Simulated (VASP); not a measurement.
A run of VASP 6.6.1:

Contents of INCAR:

```
ALGO     = Normal         # electronic algorithm
EDIFF    = 1E-7           # SCF threshold, eV
ENCUT    = 520            # plane-wave cutoff, eV
GGA      = PE             # functional
ISIF     = 2              # what is computed and relaxed
ISMEAR   = -1             # smearing method
IVDW     = 12             # dispersion correction
LASPH    = T              # aspherical terms in the spheres
LCHARG   = F              # write CHGCAR
LREAL    = Auto         
LWAVE    = F              # write WAVECAR
NBANDS   = 64             # bands
NELM     = 100            # most SCF steps
PREC     = Accurate       # precision mode
SIGMA    = 0.05           # smearing width, eV
```

Contents of KPOINTS:

```
k-points
0
Gamma
  1 1 1
```

Contents of POSCAR:

```
H6C2O
1.0
    7.0419250000      0.0000000000      0.0000000000
    0.0000000000      7.0419250000      0.0000000000
    0.0000000000      0.0000000000      7.0419250000
C O H
8 4 24
Direct
    0.4668325777      0.3131530086     -0.0205341579
    0.6390440114      0.1970199910      0.0107215002
    1.0562594745      0.9519130067      0.1496181797
    0.8793760229      0.8170493154      0.1816548742
    0.4816154674      0.6798141133      0.5068216432
    0.3688480068      0.8522243563      0.5571345903
    0.9528076485      0.3319972877      0.6200009230
    1.0394600908      0.4786759302      0.7563698847
    0.6708534953      0.0459391431     -0.1316827430
    0.9135854188      0.6419551472      0.2695569748
    0.3608814351      0.8529911920      0.7716355968
    1.0235127469      0.6597485773      0.6753267040
    0.7923117613      0.0842667310     -0.1875623498
    0.7755407790      0.2634932920      0.0205909606
    0.6420829532      0.1296804496      0.1512228545
    0.4250542288      0.3964114926      0.1079392354
    0.5107126247      0.4237051658     -0.1320093582
    0.3404182805      0.2325500485     -0.0775640184
    0.9890903411      0.6590811461      0.3864426275
    0.7815618599      0.9050650213      0.2512239196
    0.7982334376      0.7986878588      0.0503981511
    1.0441463094      1.0570263103      0.0431558132
    1.0987052546      1.0321751510      0.2725391139
    1.1830855909      0.8740791758      0.0882287159
    0.4808486316      0.8959623966      0.8232266035
    0.4586813975      0.9768067680      0.4957025245
    0.2214593311      0.8552490974      0.4931464053
    0.5200140587      0.6279958960      0.3642469921
    0.6180128303      0.6906066168      0.5810627066
    0.4135658928      0.5647177441      0.5711080422
    1.1102787945      0.7499511852      0.7373977996
    0.9839923032      0.4871253244      0.9135712181
    1.1835258115      0.4640776492      0.7888041977
    1.0560464646      0.2316554067      0.5454332445
    0.8596229014      0.2411982519      0.7033588117
    0.8753004328      0.3979593648      0.5008005623
```

Potentials or basis: VASP PAW PBE potentials, release 64 (C, O, H).

The run is started by

```bash
$ cat potpaw_PBE.64/C/POTCAR potpaw_PBE.64/O/POTCAR potpaw_PBE.64/H/POTCAR > POTCAR
$ mpirun -np 1 vasp_gam > vasp.out
```

Hardware: 1 thread of AMD EPYC 7R43 64-Core Processor (Zen 3), on a shared host.

Problem. How long does it take, and how much memory?

Solution. Wall time 85 s on 1 thread of AMD EPYC 7R43 64-Core Processor (Zen 3), on a shared host, peak memory 0.31 GiB. Counts: scf iterations 18, k points 1.
